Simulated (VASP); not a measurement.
# ScIn3As2 (P6/mmm) in VASP: a series of runs

The runs below take ScIn3As2 through single point, with PBE.

Program: VASP 6.6.1. These are calculated values, not measurements. Logs are shortened: lines on timing, memory, paths and dates and some standing lists are left out, and cuts for length are marked.

## (1) The cell of the first run

Symmetry: P6/mmm, No. 191, hexagonal system. The conventional cell has a = 6.138 Å, b = 6.138 Å, c = 4.304 Å, α = 90.00°, β = 90.00°, γ = 120.00°. Within 4.7 Å of Sc (site symmetry 6/mmm) lie 6 As at 3.54 Å and 12 In at 3.75 Å and 2 Sc at 4.30 Å. In (site symmetry mmm) has 4 As at 2.79 Å and 4 In at 3.07 Å within 3.7 Å. As (site symmetry -6m2) has 6 In at 2.79 Å and 3 As at 3.54 Å and 3 Sc at 3.54 Å within 3.7 Å.

## (2) Single point, PBE

INCAR

```
PREC = Accurate
ENCUT = 520
EDIFF = 1E-6
ISMEAR = 0
SIGMA = 0.1
LREAL = F
LASPH = T
NELM = 100
ALGO = Normal
ISIF = 2
LWAVE = F
LCHARG = F
GGA = PE
NBANDS = 39
```

KPOINTS

```
regular mesh
0
Gamma
  3 3 4
```

POSCAR

```
ScIn3As2
1.0
    6.1383462000      0.0000000000      0.0000000000
   -3.0691731000      5.3159637400      0.0000000000
    0.0000000000      0.0000000000      4.3042279300
Sc In As
1 3 2
Direct
    0.0000000000      0.0000000000      0.0000000000
    0.5000000000      0.0000000000      0.5000000000
    0.0000000000      0.5000000000      0.5000000000
    0.5000000000      0.5000000000      0.5000000000
    0.3333333300      0.6666666700      0.0000000000
    0.6666666700      0.3333333300      0.0000000000
```

Potentials or basis: VASP PAW PBE potentials, release 64 (Sc_sv, In_d, As).

Command:

```bash
cat potpaw_PBE.64/Sc_sv/POTCAR potpaw_PBE.64/In_d/POTCAR potpaw_PBE.64/As/POTCAR > POTCAR
mpirun -np 1 vasp_std > vasp.out
```

OUTCAR:

```text
PREC = Accurate
   ENCUT = 520
   EDIFF = 1E-6
   ISMEAR = 0
   LREAL = F
   LASPH = T
   NELM = 100
   ISIF = 2
   GGA = PE

 ion  position               nearest neighbor table
   1  0.000  0.000  0.000-
   2  0.500  0.000  0.500-   5 2.79   6 2.79   5 2.79   6 2.79   3 3.07   4 3.07   4 3.07   3 3.07

   3  0.000  0.500  0.500-   5 2.79   6 2.79   5 2.79   6 2.79   2 3.07   2 3.07   4 3.07   4 3.07

   4  0.500  0.500  0.500-   5 2.79   6 2.79   5 2.79   6 2.79   2 3.07   2 3.07   3 3.07   3 3.07

   5  0.333  0.667  0.000-   2 2.79   2 2.79   3 2.79   3 2.79   4 2.79   4 2.79
   6  0.667  0.333  0.000-   2 2.79   2 2.79   3 2.79   3 2.79   4 2.79   4 2.79

  LATTYP: Found a hexagonal cell.
 ALAT       =     6.1383462000
 C/A-ratio  =     0.7012031889

  Lattice vectors:

 A1 = (   6.1383462000,   0.0000000000,   0.0000000000)
 A2 = (  -3.0691731000,   5.3159637400,   0.0000000000)
 A3 = (   0.0000000000,   0.0000000000,   4.3042279300)

Analysis of symmetry for initial positions (statically):
=====================================================================
 Subroutine PRICEL returns:
 Original cell was already a primitive cell.

 Routine SETGRP: Setting up the symmetry group for a
 hexagonal supercell.

 Subroutine GETGRP returns: Found 24 space group operations
 (whereof 24 operations were pure point group operations)
 out of a pool of 24 trial point group operations.

The static configuration has the point symmetry D_6h.

Analysis of symmetry for dynamics (positions and initial velocities):
=====================================================================
 Subroutine PRICEL returns:
 Original cell was already a primitive cell.

 Routine SETGRP: Setting up the symmetry group for a
 hexagonal supercell.

 Subroutine GETGRP returns: Found 24 space group operations
 (whereof 24 operations were pure point group operations)
 out of a pool of 24 trial point group operations.

The dynamic configuration has the point symmetry D_6h.

 Subroutine INISYM returns: Found 24 space group operations
 (whereof 24 operations are pure point group operations),
 and found     1 'primitive' translations

----------------------------------------------------------------------------------------

                                     Primitive cell

  volume of cell :     140.4522

  direct lattice vectors                    reciprocal lattice vectors
     6.138346200  0.000000000  0.000000000     0.162910329  0.094056323  0.000000000
    -3.069173100  5.315963740  0.000000000     0.000000000  0.188112645  0.000000000
     0.000000000  0.000000000  4.304227930     0.000000000  0.000000000  0.232329704

  length of vectors
     6.138346200  6.138346194  4.304227930     0.188112645  0.188112645  0.232329704

  position of ions in fractional coordinates (direct lattice)
     0.000000000  0.000000000  0.000000000
     0.500000000  0.000000000  0.500000000
     1.000000000  0.500000000  0.500000000
     0.500000000  0.500000000  0.500000000
     0.333333330  0.666666670  0.000000000
     0.666666670  0.333333330  0.000000000

  ion indices of the primitive-cell ions
   primitive index   ion index
                 1           1
                 2           2
                 3           3
                 4           4
                 5           5
                 6           6

----------------------------------------------------------------------------------------

 KPOINTS: regular mesh

Automatic generation of k-mesh.
 Grid dimensions read from file:
 generate k-points for:    3    3    4

 Generating k-lattice:

  Cartesian coordinates                     Fractional coordinates (reciprocal lattice)
     0.054303443  0.031352108  0.000000000     0.333333333 -0.000000000  0.000000000
     0.000000000  0.062704215  0.000000000     0.000000000  0.333333333  0.000000000
     0.000000000  0.000000000  0.058082426     0.000000000  0.000000000  0.250000000

  Length of vectors
     0.062704215  0.062704215  0.058082426

  Shift w.r.t. Gamma in fractional coordinates (k-lattice)
     0.000000000  0.000000000  0.000000000

 Subroutine IBZKPT returns following result:
 ===========================================

 Found      9 irreducible k-points:

 Following reciprocal coordinates:
            Coordinates               Weight
  0.000000  0.000000  0.000000      1.000000
  0.333333 -0.000000  0.000000      6.000000
  0.333333  0.333333  0.000000      2.000000
  0.000000  0.000000  0.250000      2.000000
  0.333333 -0.000000  0.250000     12.000000
  0.333333  0.333333  0.250000      4.000000
  0.000000  0.000000  0.500000      1.000000
  0.333333 -0.000000  0.500000      6.000000
  0.333333  0.333333  0.500000      2.000000
   k-points           NKPTS =      9   k-points in BZ     NKDIM =      9   number of bands    NBANDS=     39
   number of dos      NEDOS =    301   number of ions     NIONS =      6
   total plane-waves  NPLWV =  73728
   dimension x,y,z NGX =    48 NGY =   48 NGZ =   32
   dimension x,y,z NGXF=    96 NGYF=   96 NGZF=   64
   ions per type =               1   3   2
   NGX,Y,Z   is equivalent  to a cutoff of  13.00, 13.00, 12.36 a.u.
   NGXF,Y,Z  is equivalent  to a cutoff of  26.00, 26.00, 24.72 a.u.
 SYSTEM =  unknown system
   PREC   = accura    normal or accurate (medium, high low for compatibility)
   ISTART =      0    job   : 0-new  1-cont  2-samecut
   ICHARG =      2    charge: 1-file 2-atom 10-const
   ISPIN  =      1    spin polarized calculation?
   LNONCOLLINEAR =      F non collinear calculations
   LSORBIT =      F    spin-orbit coupling
   LASPH  =      T    aspherical Exc in radial PAW
   ENCUT  =  520.0 eV  38.22 Ry    6.18 a.u.  11.41 11.41  8.00*2*pi/ulx,y,z
   NELM   =    100;   NELMIN=  2; NELMDL= -5     # of ELM steps
   EDIFF  = 0.1E-05   stopping-criterion for ELM
   LREAL  =      F    real-space projection
   EDIFFG = 0.1E-04   stopping-criterion for IOM
   NSW    =      0    number of steps for IOM
   IBRION =     -1    ionic relax: 0-MD 1-quasi-New 2-CG
   NFREE  =      0    steps in history (QN), initial steepest desc. (CG)
   ISIF   =      2    stress and relaxation
   ISYM   =      2    0-nonsym 1-usesym 2-fastsym
   POTIM  = 0.5000    time-step for ionic-motion
   TEBEG  =    0.0;   TEEND  =   0.0 temperature during run
   PSTRESS=    0.0 pullay stress
   NELECT =      60.0000    total number of electrons
   NUPDOWN=      -1.0000    fix difference up-down
   EMIN   =  10.00;   EMAX   =-10.00  energy-range for DOS
   EFERMI =   0.00;   METHOD = LEGACY
   ISMEAR =     0;   SIGMA  =   0.10  broadening in eV -4-tet -1-fermi 0-gaus
   EFERMI_NEDOS =   21; number of points for ismear=-14 and -15
   IALGO  =     38    algorithm
   IMIX   =      4    mixing-type and parameters
     AMIX     =   0.40;   BMIX     =  1.00
     AMIX_MAG =   1.60;   BMIX_MAG =  1.00
  volume/ion in A,a.u.               =      23.41       157.97
  Fermi-wavevector in a.u.,A,eV,Ry     =   1.232960  2.329957 20.683450  1.520191
  Thomas-Fermi vector in A             =   2.367709
   LORBIT       =      0    0 simple, 1 ext, 2 COOP (PROOUT), +10 PAW based schemes
   GGA     = PE    functional components
   LHFCALC =     F    Hartree Fock is set to
   AEXX    =    0.0000 exact exchange contribution
   IVDW    =     0    specifies the selected vdW correction
   LEPSILON=     F    determine dielectric tensor
   LRPA    =     F    only Hartree local field effects (RPA)
 non-spin polarized calculation
 Gauss-broadening in eV      SIGMA  =   0.10
  energy-cutoff  :      520.00
  volume of cell :      140.45
 maximum number of plane-waves:      3808
 NGX is ok and might be reduce to    48
   NGX = 23   NGY = 23   NGZ = 17

 number of electron      60.0000019 magnetization

 Free energy of the ion-electron system (eV)
  ---------------------------------------------------
  ext. energy  EPLUGINS =         0.00000000
  ---------------------------------------------------
  free energy    TOTEN  =       -21.75632490 eV

  energy without entropy =      -21.72545965  energy(sigma->0) =      -21.74089227

 E-fermi :   6.9352     XC(G=0): -10.2395

 val. band max:        6.9115848251   @ k =   0.3333  -0.0000   0.2500
 cond. band min:       7.0476058957   @ k =   0.3333   0.3333   0.2500
 fundamental gap:      0.1360210706
 Fermi energy:         6.9351573145

 k-point     1 :       0.0000    0.0000    0.0000
  band No.  band energies     occupation
      1     -44.2288      2.00000
      2     -22.8716      2.00000
      3     -22.8716      2.00000
      4     -22.6879      2.00000
      5      -8.3732      2.00000
      6      -8.2216      2.00000
[... 31 lines left out ...]
     38       9.6282      0.00000
     39       9.6727      0.00000

 k-point     2 :       0.3333   -0.0000    0.0000
  band No.  band energies     occupation
      1     -44.2288      2.00000
      2     -22.8718      2.00000
      3     -22.8717      2.00000
      4     -22.6879      2.00000
      5      -8.2383      2.00000
      6      -8.1399      2.00000
[... 31 lines left out ...]
     38       9.2629      0.00000
     39       9.9554      0.00000

 k-point     3 :       0.3333    0.3333    0.0000
  band No.  band energies     occupation
      1     -44.2288      2.00000
      2     -22.8718      2.00000
      3     -22.8718      2.00000
      4     -22.6879      2.00000
      5      -8.0557      2.00000
      6      -8.0388      2.00000
[... 31 lines left out ...]
     38       9.7579      0.00000
     39       9.7579      0.00000

 k-point     4 :       0.0000    0.0000    0.2500
  band No.  band energies     occupation
      1     -44.2287      2.00000
      2     -22.8713      2.00000
      3     -22.8713      2.00000
      4     -22.6923      2.00000
      5      -8.3595      2.00000
      6      -8.3490      2.00000
[... 31 lines left out ...]
     38       9.2354      0.00000
     39      10.4243      0.00000

 k-point     5 :       0.3333   -0.0000    0.2500
  band No.  band energies     occupation
      1     -44.2287      2.00000
      2     -22.8714      2.00000
      3     -22.8713      2.00000
      4     -22.6923      2.00000
      5      -8.2682      2.00000
      6      -8.2261      2.00000
[... 31 lines left out ...]
     38       9.2863      0.00000
     39       9.8566      0.00000

 k-point     6 :       0.3333    0.3333    0.2500
  band No.  band energies     occupation
      1     -44.2287      2.00000
      2     -22.8714      2.00000
      3     -22.8714      2.00000
      4     -22.6923      2.00000
      5      -8.1385      2.00000
      6      -8.1385      2.00000
[... 31 lines left out ...]
     38       9.2846      0.00000
     39      10.7497      0.00000

 k-point     7 :       0.0000    0.0000    0.5000
  band No.  band energies     occupation
      1     -44.2285      2.00000
      2     -22.8709      2.00000
      3     -22.8709      2.00000
      4     -22.6967      2.00000
      5      -8.4805      2.00000
      6      -8.3336      2.00000
[... 31 lines left out ...]
     38       8.9032      0.00000
     39      12.3794      0.00000

 k-point     8 :       0.3333   -0.0000    0.5000
  band No.  band energies     occupation
      1     -44.2285      2.00000
      2     -22.8710      2.00000
      3     -22.8710      2.00000
      4     -22.6967      2.00000
      5      -8.3733      2.00000
      6      -8.2162      2.00000
[... 31 lines left out ...]
     38      10.3498      0.00000
     39      10.3800      0.00000

 k-point     9 :       0.3333    0.3333    0.5000
  band No.  band energies     occupation
      1     -44.2285      2.00000
      2     -22.8710      2.00000
      3     -22.8710      2.00000
      4     -22.6966      2.00000
      5      -8.2090      2.00000
      6      -8.2090      2.00000
[... 31 lines left out ...]
     38      10.9405      0.00000
     39      10.9405      0.00000

------------------------ aborting loop because EDIFF is reached ----------------------------------------

  FORCE on cell =-STRESS in cart. coord.  units (eV):
  Direction    XX          YY          ZZ          XY          YZ          ZX
  --------------------------------------------------------------------------------------
  -------------------------------------------------------------------------------------
  Total        4.3040527      4.3040527      8.5678177      0.0000000      0.0000000      0.0000000
  in kB       49.0975149     49.0975148     97.7354574      0.0000000      0.0000000      0.0000000
  external PRESSURE =      65.3101624 kB  Pullay stress =       0.0000000 kB

 VOLUME and BASIS-vectors are now :
 -----------------------------------------------------------------------------
  energy-cutoff  :      520.00
  volume of cell :      140.45
      direct lattice vectors                 reciprocal lattice vectors
     6.138346200  0.000000000  0.000000000     0.162910329  0.094056323  0.000000000
    -3.069173100  5.315963740  0.000000000     0.000000000  0.188112645  0.000000000
     0.000000000  0.000000000  4.304227930     0.000000000  0.000000000  0.232329704

 POSITION                                       TOTAL-FORCE (eV/Angst)
 -----------------------------------------------------------------------------------
      0.00000      0.00000      0.00000        -0.000000      0.000000      0.000000
      3.06917      0.00000      2.15211        -0.000000      0.000000      0.000000
     -1.53459      2.65798      2.15211        -0.000000      0.000000      0.000000
      1.53459      2.65798      2.15211        -0.000000      0.000000      0.000000
     -0.00000      3.54398      0.00000         0.000000      0.000000      0.000000
      3.06917      1.77199      0.00000        -0.000000     -0.000000      0.000000
 -----------------------------------------------------------------------------------
    total drift:                                0.000000     -0.000000     -0.000000

  FREE ENERGIE OF THE ION-ELECTRON SYSTEM (eV)
  ---------------------------------------------------
  free  energy   TOTEN  =       -21.7563249001 eV

  energy  without entropy=      -21.7254596486  energy(sigma->0) =      -21.74089227
```

Wall time 27 s (1 thread of Intel Xeon 6975P-C (Granite Rapids), shared host); peak memory 0.27 GiB.

What came out:

- Free energy: -21.7563 eV
- Pressure: 6.5 GPa
- Band gap on the k mesh: zero (band 30 reaches 7.06 eV, above the bottom of band 31 at 5.61 eV)

Levels at points of the mesh, in eV from the Fermi level:
```csv
k point,band 27,band 28,band 29,band 30,band 31,band 32,band 33,band 34
"(0.00, 0.00, 0.00)",-3.47,-0.90,-0.41,-0.18,0.63,0.69,0.69,0.90
"(0.00, 0.00, 0.50)",-3.05,-1.85,-1.85,-1.33,-1.33,0.34,0.96,1.11
```

Caveat: the k points lie up to 0.39 Å⁻¹ apart; spin-orbit coupling is left out, which moves the levels of the heavy elements.

## (3) Single point, PBE

This run uses another cell than the first one, of 24.68 Å³/atom, 1.054 times its volume.

INCAR

```
  PREC = Accurate
  ENCUT = 520
  EDIFF = 1E-7
  ISMEAR = 0
  SIGMA = 0.1
  LREAL = False
  LASPH = True
  NELM = 80
  ALGO = Normal
  ISIF = 2
  LWAVE = False
  LCHARG = False
  GGA = PE
  NBANDS = 39
```

KPOINTS

```
Automatic mesh
0
Gamma
  3 3 4
```

POSCAR

```
ScIn3As2
1.0
    5.6994475879      0.0000000000      0.0000000000
   -2.8497237939      4.9358663986      0.0000000000
    0.0000000000      0.0000000000      5.2647627360
Sc In As
1 3 2
Direct
    0.0000000000      0.0000000000      0.0000000000
    0.5000000000      0.0000000000      0.5000000000
    0.0000000000      0.5000000000      0.5000000000
    0.5000000000      0.5000000000      0.5000000000
    0.3333333333      0.6666666667      0.0000000000
    0.6666666667      0.3333333333      0.0000000000
```

Potentials or basis: VASP PAW PBE potentials, release 64 (Sc_sv, In_d, As).

Command:

```bash
cat potpaw_PBE.64/Sc_sv/POTCAR potpaw_PBE.64/In_d/POTCAR potpaw_PBE.64/As/POTCAR > POTCAR
mpirun -np 1 vasp_std > vasp.out
```

Run time: 35 s. Hardware: 1 thread of Intel Xeon 6975P-C (Granite Rapids), shared host; peak memory 0.27 GiB.

The run converged. Its results:

| Item | Value |
| --- | --- |
| Free energy | -22.5828 eV |
| Pressure | 0.2 GPa |
| Band gap on the k mesh | zero (band 30 reaches 6.97 eV, above the bottom of band 31 at 5.55 eV) |

Stress tensor (GPa, compression positive):
```
0.14 0.00 0.00
0.00 0.14 0.00
0.00 0.00 0.33
```

Levels at points of the mesh, in eV from the Fermi level:
| k point | band 27 | band 28 | band 29 | band 30 | band 31 | band 32 |
| --- | --- | --- | --- | --- | --- | --- |
| (0.00, 0.00, 0.00) | -2.29 | -2.29 | -0.83 | 0.19 | 0.21 | 0.21 |
| (0.00, 0.00, 0.50) | -2.21 | -1.57 | -1.57 | -0.75 | -0.75 | -0.05 |

Caveat: the k points lie up to 0.42 Å⁻¹ apart; spin-orbit coupling is left out, which moves the levels of the heavy elements.

(Continued in part 2 of 2.)
